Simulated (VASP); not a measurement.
# GaSb (I-4m2) in VASP: notebook

The runs below take GaSb through single point, with r2SCAN.

All numbers are computed with VASP 6.6.1; they aren't measurements. Logs are shortened: lines on timing, memory, paths and dates and some standing lists are left out, and cuts for length are marked.

**1. The cell of the first run**

Symmetry: I-4m2, No. 119, tetragonal system. Conventional cell: a = 4.218 Å, b = 4.218 Å, c = 6.424 Å, α = 90.00°, β = 90.00°, γ = 90.00°. Within 3.5 Å of Ga (site symmetry -4m2) lie 4 Sb at 2.65 Å. Within 3.5 Å of Sb (site symmetry -4m2) lie 4 Ga at 2.65 Å.

**2. Single point, r2SCAN (strain -0.025 along x and y, +0.050 along z)**

POSCAR

```
GaSb
1.0
    0.0000000000      2.9825250000      3.2119500000
    2.9825250000      0.0000000000      3.2119500000
    2.9825250000      2.9825250000      0.0000000000
Ga Sb
1 1
Direct
    0.0000000000      0.0000000000      0.0000000000
    0.7500000000      0.7500000000      0.7500000000
```

INCAR.step1

```
SYSTEM = GaSb
ALGO = Normal
EDIFF = 1E-4
ENCUT = 520
GGA = PE
ISMEAR = 0
LASPH = .TRUE.
LCHARG = .FALSE.
LREAL = .FALSE.
LWAVE = .TRUE.
NBANDS = 16
NELM = 80
PREC = Accurate
SIGMA = 0.05
```

INCAR.step2

```
SYSTEM = GaSb
ALGO = Normal
EDIFF = 1E-7
ENCUT = 520
ISIF = 2
ISMEAR = 0
ISTART = 1
LASPH = .TRUE.
LCHARG = .FALSE.
LMIXTAU = .TRUE.
LREAL = .FALSE.
LWAVE = .FALSE.
METAGGA = R2SCAN
NBANDS = 16
NELM = 80
PREC = Accurate
SIGMA = 0.05
```

KPOINTS

```
k-points
0
G
  10 10 10
  0 0 0
```

Potentials or basis: VASP PAW PBE potentials, release 64 (Ga_d, Sb).

On the command line:

```console
cat potpaw_PBE.64/Ga_d/POTCAR potpaw_PBE.64/Sb/POTCAR > POTCAR
cp INCAR.step1 INCAR
mpirun -np 1 vasp_std > vasp.out
cp INCAR.step2 INCAR
mpirun -np 1 vasp_std > vasp.out
```

OUTCAR:

```text
SYSTEM = GaSb
   EDIFF = 1E-7
   ENCUT = 520
   ISIF = 2
   ISMEAR = 0
   ISTART = 1
   LASPH = .TRUE.
   LREAL = .FALSE.
   METAGGA = R2SCAN
   NELM = 80
   PREC = Accurate

 ion  position               nearest neighbor table
   1  0.000  0.000  0.000-   2 2.65   2 2.65   2 2.65   2 2.65
   2  0.750  0.750  0.750-   1 2.65   1 2.65   1 2.65   1 2.65

  LATTYP: Found a body centered tetragonal cell.
 ALAT       =     4.2179273051
 C/A-ratio  =     1.5229992210

  Lattice vectors:

 A1 = (  -2.9825250000,   0.0000000000,   3.2119500000)
 A2 = (   2.9825250000,   0.0000000000,   3.2119500000)
 A3 = (   0.0000000000,   2.9825250000,  -3.2119500000)

Analysis of symmetry for initial positions (statically):
=====================================================================
 Subroutine PRICEL returns:
 Original cell was already a primitive cell.

 Routine SETGRP: Setting up the symmetry group for a
 body centered tetragonal supercell.

 Subroutine GETGRP returns: Found  8 space group operations
 (whereof  8 operations were pure point group operations)
 out of a pool of 16 trial point group operations.

The static configuration has the point symmetry D_2d.

Analysis of symmetry for dynamics (positions and initial velocities):
=====================================================================
 Subroutine PRICEL returns:
 Original cell was already a primitive cell.

 Routine SETGRP: Setting up the symmetry group for a
 body centered tetragonal supercell.

 Subroutine GETGRP returns: Found  8 space group operations
 (whereof  8 operations were pure point group operations)
 out of a pool of 16 trial point group operations.

The dynamic configuration has the point symmetry D_2d.

 Subroutine INISYM returns: Found  8 space group operations
 (whereof  8 operations are pure point group operations),
 and found     1 'primitive' translations

----------------------------------------------------------------------------------------

                                     Primitive cell

  volume of cell :      57.1435

  direct lattice vectors                    reciprocal lattice vectors
     0.000000000  2.982525000  3.211950000    -0.167643188  0.167643188  0.155668675
     2.982525000  0.000000000  3.211950000     0.167643188 -0.167643188  0.155668675
     2.982525000  2.982525000  0.000000000     0.167643188  0.167643188 -0.155668675

  length of vectors
     4.383158471  4.383158471  4.217927305     0.283621603  0.283621603  0.283621603

  position of ions in fractional coordinates (direct lattice)
     0.000000000  0.000000000  0.000000000
     0.750000000  0.750000000  0.750000000

  ion indices of the primitive-cell ions
   primitive index   ion index
                 1           1
                 2           2

----------------------------------------------------------------------------------------

 KPOINTS: k-points

Automatic generation of k-mesh.
 Grid dimensions read from file:
 generate k-points for:   10   10   10

 Generating k-lattice:

  Cartesian coordinates                     Fractional coordinates (reciprocal lattice)
    -0.016764319  0.016764319  0.015566867     0.100000000  0.000000000  0.000000000
     0.016764319 -0.016764319  0.015566867     0.000000000  0.100000000  0.000000000
     0.016764319  0.016764319 -0.015566867    -0.000000000 -0.000000000  0.100000000

  Length of vectors
     0.028362160  0.028362160  0.028362160

  Shift w.r.t. Gamma in fractional coordinates (k-lattice)
     0.000000000  0.000000000  0.000000000

 Subroutine IBZKPT returns following result:
 ===========================================

 Found    102 irreducible k-points:

 Following reciprocal coordinates:
            Coordinates               Weight
  0.000000  0.000000  0.000000      1.000000
  0.100000 -0.000000  0.000000      8.000000
  0.200000 -0.000000  0.000000      8.000000
  0.300000 -0.000000  0.000000      8.000000
  0.400000 -0.000000  0.000000      8.000000
  0.500000 -0.000000  0.000000      4.000000
[... 16 lines left out ...]
  0.300000  0.300000  0.000000      2.000000
  0.400000  0.300000  0.000000      8.000000
 [... further k-points ...]
   k-points           NKPTS =    102   k-points in BZ     NKDIM =    102   number of bands    NBANDS=     16
   number of dos      NEDOS =    301   number of ions     NIONS =      2
   total plane-waves  NPLWV =  41472
   dimension x,y,z NGX =    36 NGY =   36 NGZ =   32
   dimension x,y,z NGXF=    72 NGYF=   72 NGZF=   64
   ions per type =               1   1
   NGX,Y,Z   is equivalent  to a cutoff of  13.65, 13.65, 12.61 a.u.
   NGXF,Y,Z  is equivalent  to a cutoff of  27.31, 27.31, 25.23 a.u.
 SYSTEM =  GaSb
   PREC   = accura    normal or accurate (medium, high low for compatibility)
   ISTART =      1    job   : 0-new  1-cont  2-samecut
   ICHARG =      0    charge: 1-file 2-atom 10-const
   ISPIN  =      1    spin polarized calculation?
   LNONCOLLINEAR =      F non collinear calculations
   LSORBIT =      F    spin-orbit coupling
   LASPH  =      T    aspherical Exc in radial PAW
   ENCUT  =  520.0 eV  38.22 Ry    6.18 a.u.   8.15  8.15  7.84*2*pi/ulx,y,z
   NELM   =     80;   NELMIN=  2; NELMDL=  0     # of ELM steps
   EDIFF  = 0.1E-06   stopping-criterion for ELM
   LREAL  =      F    real-space projection
   EDIFFG = 0.1E-05   stopping-criterion for IOM
   NSW    =      0    number of steps for IOM
   IBRION =     -1    ionic relax: 0-MD 1-quasi-New 2-CG
   NFREE  =      0    steps in history (QN), initial steepest desc. (CG)
   ISIF   =      2    stress and relaxation
   ISYM   =      2    0-nonsym 1-usesym 2-fastsym
   POTIM  = 0.5000    time-step for ionic-motion
   TEBEG  =    0.0;   TEEND  =   0.0 temperature during run
   PSTRESS=    0.0 pullay stress
   NELECT =      18.0000    total number of electrons
   NUPDOWN=      -1.0000    fix difference up-down
   EMIN   =  10.00;   EMAX   =-10.00  energy-range for DOS
   EFERMI =   0.00;   METHOD = LEGACY
   ISMEAR =     0;   SIGMA  =   0.05  broadening in eV -4-tet -1-fermi 0-gaus
   EFERMI_NEDOS =   21; number of points for ismear=-14 and -15
   IALGO  =     38    algorithm
   IMIX   =      4    mixing-type and parameters
     AMIX     =   0.40;   BMIX     =  1.00
     AMIX_MAG =   1.60;   BMIX_MAG =  1.00
  volume/ion in A,a.u.               =      28.57       192.81
  Fermi-wavevector in a.u.,A,eV,Ry     =   1.113893  2.104952 16.881522  1.240757
  Thomas-Fermi vector in A             =   2.250482
   LORBIT       =      0    0 simple, 1 ext, 2 COOP (PROOUT), +10 PAW based schemes
   METAGGA = R2SCAN    functional components
   LHFCALC =     F    Hartree Fock is set to
   AEXX    =    0.0000 exact exchange contribution
   IVDW    =     0    specifies the selected vdW correction
   LEPSILON=     F    determine dielectric tensor
   LRPA    =     F    only Hartree local field effects (RPA)
 non-spin polarized calculation
 Gauss-broadening in eV      SIGMA  =   0.05
  energy-cutoff  :      520.00
  volume of cell :       57.14
 maximum number of plane-waves:      1558
 NGX is ok and might be reduce to    36
   NGX = 17   NGY = 17   NGZ = 15

 number of electron      18.0000001 magnetization

 Free energy of the ion-electron system (eV)
  ---------------------------------------------------
  ext. energy  EPLUGINS =         0.00000000
  ---------------------------------------------------
  free energy    TOTEN  =       -37.56867826 eV

  energy without entropy =      -37.56867810  energy(sigma->0) =      -37.56867818

 E-fermi :   4.9979     XC(G=0):  -9.7344

 val. band max:        4.8704226564   @ k =   0.0000   0.0000   0.0000
 cond. band min:       5.1188061585   @ k =   0.0000   0.0000   0.0000
 fundamental gap:      0.2483835021
 Fermi energy:         4.9978553612

 k-point     1 :       0.0000    0.0000    0.0000
  band No.  band energies     occupation
      1     -10.8030      2.00000
      2     -10.7933      2.00000
      3     -10.7933      2.00000
      4     -10.7442      2.00000
      5     -10.7369      2.00000
      6      -7.2299      2.00000
[... 8 lines left out ...]
     15      12.9949      0.00000
     16      13.8960      0.00000

 k-point     2 :       0.1000   -0.0000    0.0000
  band No.  band energies     occupation
      1     -10.8032      2.00000
      2     -10.7948      2.00000
      3     -10.7921      2.00000
      4     -10.7445      2.00000
      5     -10.7368      2.00000
      6      -7.1210      2.00000
[... 8 lines left out ...]
     15      12.5310      0.00000
     16      13.6125      0.00000

 k-point     3 :       0.2000   -0.0000    0.0000
  band No.  band energies     occupation
      1     -10.8079      2.00000
      2     -10.7944      2.00000
      3     -10.7889      2.00000
      4     -10.7451      2.00000
      5     -10.7364      2.00000
      6      -6.8038      2.00000
[... 8 lines left out ...]
     15      12.7409      0.00000
     16      12.9883      0.00000

 k-point     4 :       0.3000   -0.0000    0.0000
  band No.  band energies     occupation
      1     -10.8165      2.00000
      2     -10.7913      2.00000
      3     -10.7854      2.00000
      4     -10.7457      2.00000
      5     -10.7356      2.00000
      6      -6.3172      2.00000
[... 8 lines left out ...]
     15      13.0682      0.00000
     16      13.1895      0.00000

 k-point     5 :       0.4000   -0.0000    0.0000
  band No.  band energies     occupation
      1     -10.8237      2.00000
      2     -10.7888      2.00000
      3     -10.7828      2.00000
      4     -10.7458      2.00000
      5     -10.7346      2.00000
      6      -5.7783      2.00000
[... 8 lines left out ...]
     15      13.9230      0.00000
     16      14.4773      0.00000

 k-point     6 :       0.5000   -0.0000    0.0000
  band No.  band energies     occupation
      1     -10.8264      2.00000
      2     -10.7879      2.00000
      3     -10.7819      2.00000
      4     -10.7457      2.00000
      5     -10.7341      2.00000
      6      -5.5017      2.00000
[... 8 lines left out ...]
     15      14.9455      0.00000
     16      15.2697      0.00000

 k-point     7 :       0.1000    0.1000    0.0000
  band No.  band energies     occupation
      1     -10.8077      2.00000
      2     -10.7909      2.00000
      3     -10.7909      2.00000
      4     -10.7439      2.00000
      5     -10.7373      2.00000
      6      -7.0962      2.00000
[... 8 lines left out ...]
     15      11.7212      0.00000
     16      14.4932      0.00000

 k-point     8 :       0.2000    0.1000    0.0000
  band No.  band energies     occupation
      1     -10.8124      2.00000
      2     -10.7895      2.00000
      3     -10.7878      2.00000
      4     -10.7439      2.00000
      5     -10.7375      2.00000
      6      -6.8581      2.00000
[... 8 lines left out ...]
     15      12.6764      0.00000
     16      14.0012      0.00000

 k-point     9 :       0.3000    0.1000    0.0000
  band No.  band energies     occupation
      1     -10.8183      2.00000
      2     -10.7885      2.00000
      3     -10.7842      2.00000
      4     -10.7443      2.00000
      5     -10.7373      2.00000
      6      -6.4314      2.00000
[... 8 lines left out ...]
     15      13.3325      0.00000
     16      13.8122      0.00000
[... 172 lines left out ...]
 k-point    19 :       0.5000    0.2000    0.0000
  band No.  band energies     occupation
      1     -10.8315      2.00000
      2     -10.7821      2.00000
      3     -10.7767      2.00000
      4     -10.7445      2.00000
      5     -10.7380      2.00000
      6      -5.3571      2.00000
[... 8 lines left out ...]
     15      15.1194      0.00000
     16      15.1925      0.00000

 k-point    20 :      -0.4000    0.2000    0.0000
  band No.  band energies     occupation
      1     -10.8308      2.00000
      2     -10.7833      2.00000
      3     -10.7776      2.00000
      4     -10.7460      2.00000
      5     -10.7365      2.00000
      6      -5.2256      2.00000
[... 8 lines left out ...]
     15      13.6675      0.00000
     16      14.5839      0.00000

 k-point    21 :      -0.3000    0.2000    0.0000
  band No.  band energies     occupation
      1     -10.8268      2.00000
      2     -10.7854      2.00000
      3     -10.7803      2.00000
      4     -10.7472      2.00000
      5     -10.7355      2.00000
      6      -5.5937      2.00000
[... 8 lines left out ...]
     15      13.7770      0.00000
     16      15.3627      0.00000

 k-point    22 :      -0.2000    0.2000    0.0000
  band No.  band energies     occupation
      1     -10.8200      2.00000
      2     -10.7886      2.00000
      3     -10.7841      2.00000
      4     -10.7474      2.00000
      5     -10.7354      2.00000
      6      -6.1131      2.00000
[... 8 lines left out ...]
     15      13.8698      0.00000
     16      14.5366      0.00000

 k-point    23 :       0.3000    0.3000    0.0000
  band No.  band energies     occupation
      1     -10.8315      2.00000
      2     -10.7768      2.00000
      3     -10.7768      2.00000
      4     -10.7423      2.00000
      5     -10.7416      2.00000
      6      -6.0736      2.00000
[... 8 lines left out ...]
     15      14.9095      0.00000
     16      15.4614      0.00000

 k-point    24 :       0.4000    0.3000    0.0000
  band No.  band energies     occupation
      1     -10.8359      2.00000
      2     -10.7747      2.00000
      3     -10.7737      2.00000
      4     -10.7424      2.00000
      5     -10.7423      2.00000
      6      -5.6419      2.00000
[... 8 lines left out ...]
     15      15.4019      0.00000
     16      15.8033      0.00000

 [... further k-points ...]
[... 5 lines left out ...]
  --------------------------------------------------------------------------------------
  -------------------------------------------------------------------------------------
  Total        0.6938624      0.6938624     -0.8030031      0.0000000      0.0000000      0.0000000
  in kB       19.4543627     19.4543627    -22.5144244      0.0000000      0.0000000      0.0000000
  external PRESSURE =       5.4647670 kB  Pullay stress =       0.0000000 kB

 VOLUME and BASIS-vectors are now :
 -----------------------------------------------------------------------------
  energy-cutoff  :      520.00
  volume of cell :       57.14
      direct lattice vectors                 reciprocal lattice vectors
     0.000000000  2.982525000  3.211950000    -0.167643188  0.167643188  0.155668675
     2.982525000  0.000000000  3.211950000     0.167643188 -0.167643188  0.155668675
     2.982525000  2.982525000  0.000000000     0.167643188  0.167643188 -0.155668675

 POSITION                                       TOTAL-FORCE (eV/Angst)
 -----------------------------------------------------------------------------------
      0.00000      0.00000      0.00000         0.000000     -0.000000      0.000000
      4.47379      4.47379      4.81792        -0.000000      0.000000     -0.000000
 -----------------------------------------------------------------------------------
    total drift:                                0.000178      0.000178     -0.000076

  FREE ENERGIE OF THE ION-ELECTRON SYSTEM (eV)
  ---------------------------------------------------
  free  energy   TOTEN  =       -37.5686782627 eV

  energy  without entropy=      -37.5686780967  energy(sigma->0) =      -37.56867818
```

Wall time 3.9 min (1 thread of Intel Xeon Platinum 8488C (Sapphire Rapids), shared host); peak memory 0.27 GiB.

Results:

```
Free energy            : -37.5687 eV
Pressure               : 0.5 GPa
Band gap on the k mesh : 0.25 eV
```

Levels at points of the mesh, in eV from the valence-band top:
| k point | band 7 | band 8 | band 9 | band 10 | band 11 | band 12 |
| --- | --- | --- | --- | --- | --- | --- |
| (0.00, 0.00, 0.00) | -0.51 | 0.00 | 0.00 | 0.25 | 2.76 | 2.76 |
| (0.50, 0.00, 0.00) | -6.75 | -1.68 | -1.06 | 0.44 | 3.76 | 4.06 |
| (0.50, 0.50, 0.00) | -7.45 | -2.54 | -2.54 | 1.37 | 1.67 | 9.05 |
| (0.50, 0.00, 0.50) | -7.09 | -3.03 | -2.97 | 0.76 | 1.16 | 8.82 |

Caveat: the cell differs from its parent crystal (strain -0.025 along x and y, +0.050 along z); semilocal functionals underestimate gaps, and a narrow one can read as zero; the PAW data sets were made with another functional, which shifts forces and pressure a little; spin-orbit coupling is left out, which moves the levels of the heavy elements. A k mesh can miss the band edges.

[end of part 1 of 2]
